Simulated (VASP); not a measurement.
BaZrO3:

```
CELL_PARAMETERS angstrom
4.19134 0.00000 0.00000
0.00000 4.19134 0.00000
0.00000 0.00000 4.19134
ATOMIC_POSITIONS crystal
Ba 0.00000 0.00000 0.00000
Zr 0.50000 0.50000 0.50000
O 0.50000 0.50000 0.00000
O 0.50000 0.00000 0.50000
O 0.00000 0.50000 0.50000
```

Base run:

| Quantity | Value |
| --- | --- |
| Program | VASP 6.6.1 |
| Functional | RPBE |
| Potentials or basis | VASP PAW PBE potentials, release 64 (Ba_sv, Zr_sv, O) |
| Cutoff | 520 eV |
| k mesh | 6 × 6 × 6 |
| Occupations | fermi-dirac, width 0.05 eV |
| Spin | no spin polarisation |

Its results: band gap on the k mesh 3.24 eV, indirect (least direct gap 3.46 eV); pressure 8.7 GPa.

The run is repeated on the same cell with these changes: functional from RPBE to r2SCAN. What comes out?

Band gap on the k mesh 3.70 eV, indirect (least direct gap 3.95 eV); pressure 2.7 GPa.

r2SCAN gives the wider gap, since meta-GGAs in the generalised Kohn-Sham scheme recover part of the derivative discontinuity.

Caveats: the PAW data sets were made with another functional, which shifts forces and pressure a little; spin-orbit coupling is left out, which moves the levels of the heavy elements.

A k mesh can miss the band edges.
